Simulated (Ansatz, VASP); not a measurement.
# One calculation of As, two programs

File INCAR:

```
SYSTEM = As
  PREC = Accurate
  ENCUT = 520
  EDIFF = 1E-6
  ISMEAR = -1
  SIGMA = 0.1
  LREAL = .False.
  LASPH = .True.
  NELM = 60
  ALGO = Normal
  ISIF = 2
  LWAVE = .False.
  LCHARG = .False.
  NBANDS = 8
```

Contents of KPOINTS:

```
regular mesh
0
Gamma
  15 15 15
  0 0 0
```

POSCAR

```
As
1.0
   -1.7092886324      1.7092886324      1.7092886324
    1.7092886324     -1.7092886324      1.7092886324
    1.7092886324      1.7092886324     -1.7092886324
As
1
Direct
    0.0000000000      0.0000000000      0.0000000000
```

Input for Ansatz:

```yaml
crystal:
  lattice:
    - [-1.7092886324, 1.7092886324, 1.7092886324]
    - [1.7092886324, -1.7092886324, 1.7092886324]
    - [1.7092886324, 1.7092886324, -1.7092886324]
  atoms:
    - { symbol: As, position: [0.0, 0.0, 0.0] }
hamiltonian:
  xc: lda
  pseudopotentials:
    kind: paw
    azcp:
      As: "pseudopotentials/As.paw.azcp"
basis:
  ecutwfc: 420
  fft_grid_basis: typed
kpoints:
  mp_grid: { grid: [15, 15, 15], shift: [0, 0, 0] }
magnetization:
  spin_polarized: false
scf:
  occupations: { method: fermi_dirac, width: 0.1 }
  lower_state_search: "off"
output:
  stress: true
  write_density: true
  write_potential: true
  elf: true
  volumetric_format: npy
```

Alike in both runs: task single point; functional LDA; k mesh 15 × 15 × 15; occupations fermi-dirac, width 0.1 eV; no spin polarisation.

|  | VASP | Ansatz |
| --- | --- | --- |
| version | VASP 6.6.1 | Ansatz 0.2.0 |
| potentials or method | VASP PAW LDA potentials, release 64 (As), cutoff 520 eV | plane waves (420 eV) with PAW, scalar-relativistic |
| valence electrons in the cell | 5 | 15 |

Ansatz gave:

```
pressure (GPa) : -8.4
```

Question: What did VASP give for the same quantities?

Answer: Pressure (GPa): -8.3.

Ansatz warns that its potentials were made for another functional, while VASP's fit it. LDA's correlation is that of Perdew and Zunger in VASP and of Perdew and Wang (1992) in Ansatz. VASP's potentials hold 5 valence electrons a cell and Ansatz's 15, so a difference there can come from the potentials and not from the codes.
